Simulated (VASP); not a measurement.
Input of a VASP 6.6.1 run:

File INCAR:

```
SYSTEM = KF
PREC     = Accurate       ! precision mode
ENCUT    = 600            ! plane-wave cutoff, eV
EDIFF    = 1E-7           ! SCF threshold, eV
ISMEAR   = 0              ! smearing method
SIGMA    = 0.1            ! smearing width, eV
LREAL    = .FALSE.        ! projectors in reciprocal space
LASPH    = .TRUE.         ! aspherical terms in the spheres
NELM     = 60             ! most SCF steps
ALGO     = Normal         ! electronic algorithm
ISIF     = 3              ! what is computed and relaxed
LWAVE    = .FALSE.        ! write WAVECAR
LCHARG   = .FALSE.        ! write CHGCAR
GGA      = PE             ! functional
IBRION   = 2              ! ionic algorithm
NSW      = 80             ! ionic steps
EDIFFG   = -0.025         ! ionic threshold
```

KPOINTS

```
Automatic mesh
0
G
  4 2 2
  0 0 0
```

File POSCAR:

```
KF
1.0
    0.0325752701      2.7052814884      2.7001012129
    5.5126558656      2.6676294384     -2.5972986228
   -5.5055325291      2.5953555618     -2.6553258264
K F
4 4
Direct
    0.0339581395      0.2454257726      0.7526270333
    0.4492670086      0.7497748245      0.7349805917
    0.5462189749      0.2492428395      0.2627996410
   -0.0342595404      0.7328358098      0.2400678953
    0.0073292894      0.5165010371      0.4936059063
    0.5195383907      0.0165844441      0.5093358330
    0.4996896583      0.5149845909      1.0267747628
   -0.0217419210      0.9746506814      0.9798083367
```

Potentials or basis: VASP PAW PBE potentials, release 64 (K_sv, F).

The run is started by

```console
$ cat potpaw_PBE.64/K_sv/POTCAR potpaw_PBE.64/F/POTCAR > POTCAR
$ mpirun -np 1 vasp_std > vasp.out
```

(1) What does it give for the space group after relaxing (to 0.1 Å)?

(2) Estimate the relaxed volume.

## Answers

(1) Fm-3m (No. 225).

(2) 19.97 Å³/atom.

Caveat: the k points lie up to 0.50 Å⁻¹ apart in the final cell.
